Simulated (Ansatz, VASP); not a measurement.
# One calculation of SiF, two programs

```
CELL_PARAMETERS angstrom
2.98767 0.00000 0.00000
0.00000 2.98767 0.00000
0.00000 0.00000 2.98767
ATOMIC_POSITIONS crystal
Si 0.50000 0.50000 0.50000
F 0.00000 0.00000 0.00000
```

Alike in both runs: task single point; functional PBE; k mesh 9 × 9 × 9; occupations fermi-dirac, width 0.05 eV; no spin polarisation.

|  | VASP | Ansatz |
| --- | --- | --- |
| version | VASP 6.6.1 | Ansatz 0.2.0 |
| potentials or method | VASP PAW PBE potentials, release 64 (Si, F) | Ansatz PAW soft_1 |
| plane-wave cutoff (eV) | 520 | 420 |
| valence electrons in the cell | 11 | 11 |

|  | VASP | Ansatz | Ansatz less VASP |
| --- | --- | --- | --- |
| gap on the k mesh at the Fermi level (eV) | none | none | - |
| pressure (GPa) | 3.3 | 3.5 | +0.20 |

A gap of «none» marks a metal or a gap that the smearing closes. With one functional, cell and mesh, what is left measures potentials, basis and numerics.
